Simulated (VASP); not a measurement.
Here is a VASP 6.6.1 calculation.

File INCAR:

```
  ALGO = Normal
  EDIFF = 1E-7
  ENCUT = 520
  GGA = PS
  ISIF = 2
  ISMEAR = 0
  IVDW = 12
  LASPH = True
  LCHARG = False
  LREAL = False
  LWAVE = False
  NBANDS = 35
  NELM = 80
  PREC = Accurate
  SIGMA = 0.02
```

File KPOINTS:

```
k-points
0
Gamma
  12 12 4
```

The input POSCAR:

```
WS2
1.0
    3.1147273971      0.0000000000      0.0000000000
   -1.5573636985      2.6974330517      0.0000000000
    0.0000000000      0.0000000000     11.7722466704
W S
2 4
Direct
    0.3333333333      0.6666666667      0.2500000000
    0.6666666667      0.3333333333      0.7500000000
    0.3333333333      0.6666666667      0.6164531912
    0.6666666667      0.3333333333      0.1164531912
    0.3333333333      0.6666666667      0.8835468088
    0.6666666667      0.3333333333      0.3835468088
```

Potentials or basis: VASP PAW PBE potentials, release 64 (W_sv, S).

Command:

```bash
$ cat potpaw_PBE.64/W_sv/POTCAR potpaw_PBE.64/S/POTCAR > POTCAR
$ mpirun -np 1 vasp_std > vasp.out
```

(1) Predict the pressure.

(2) What does it give for the dispersion energy per atom?

Results:

(1) 0.2 GPa.

(2) -0.416 eV.

Caveat: the PAW data sets were made with another functional, which shifts forces and pressure a little.
